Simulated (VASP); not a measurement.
A run of VASP 6.6.1:

The input POSCAR:

```
BN
1.0
    0.0000000000      1.8130010000      1.8130010000
    1.8130010000      0.0000000000      1.8130010000
    1.8130010000      1.8130010000      0.0000000000
B N
1 1
Direct
    0.0000000000      0.0000000000      0.0000000000
    0.7500000000      0.7500000000      0.7500000000
```

Contents of INCAR.step1:

```
SYSTEM = BN
PREC     = Accurate       ! precision mode
ENCUT    = 600            ! plane-wave cutoff, eV
ISMEAR   = 0              ! smearing method
SIGMA    = 0.02           ! smearing width, eV
LREAL    = .FALSE.        ! projectors in reciprocal space
LASPH    = .TRUE.         ! aspherical terms in the spheres
NELM     = 100            ! most SCF steps
GGA      = PE             ! functional
ALGO     = Normal         ! electronic algorithm
EDIFF    = 1E-4           ! SCF threshold, eV
LWAVE    = .TRUE.         ! write WAVECAR
LCHARG   = .FALSE.        ! write CHGCAR
```

The input INCAR.step2:

```
SYSTEM = BN
PREC     = Accurate       ! precision mode
ENCUT    = 600            ! plane-wave cutoff, eV
EDIFF    = 1E-6           ! SCF threshold, eV
ISMEAR   = 0              ! smearing method
SIGMA    = 0.02           ! smearing width, eV
LREAL    = .FALSE.        ! projectors in reciprocal space
LASPH    = .TRUE.         ! aspherical terms in the spheres
NELM     = 100            ! most SCF steps
ALGO     = Normal         ! electronic algorithm
ISIF     = 3              ! what is computed and relaxed
LWAVE    = .FALSE.        ! write WAVECAR
LCHARG   = .FALSE.        ! write CHGCAR
METAGGA  = R2SCAN         ! meta-GGA
LMIXTAU  = .TRUE.       
IBRION   = 2              ! ionic algorithm
NSW      = 100            ! ionic steps
EDIFFG   = -0.005         ! ionic threshold
ISTART   = 1
```

KPOINTS

```
Automatic mesh
0
G
  12 12 12
  0 0 0
```

Potentials or basis: VASP PAW PBE potentials, release 64 (B, N).

Command:

```console
$ cat potpaw_PBE.64/B/POTCAR potpaw_PBE.64/N/POTCAR > POTCAR
$ cp INCAR.step1 INCAR
$ mpirun -np 1 vasp_std > vasp.out
$ cp INCAR.step2 INCAR
$ mpirun -np 1 vasp_std > vasp.out
```

Hardware: 1 thread of Intel Xeon 8259CL, with other jobs on the host.

Question: Estimate the wall time of this run.

Answer: Run time: 87 s on 1 thread of Intel Xeon 8259CL, on a shared host, peak memory 0.13 GiB. Counts: k points 72, ion steps 3.
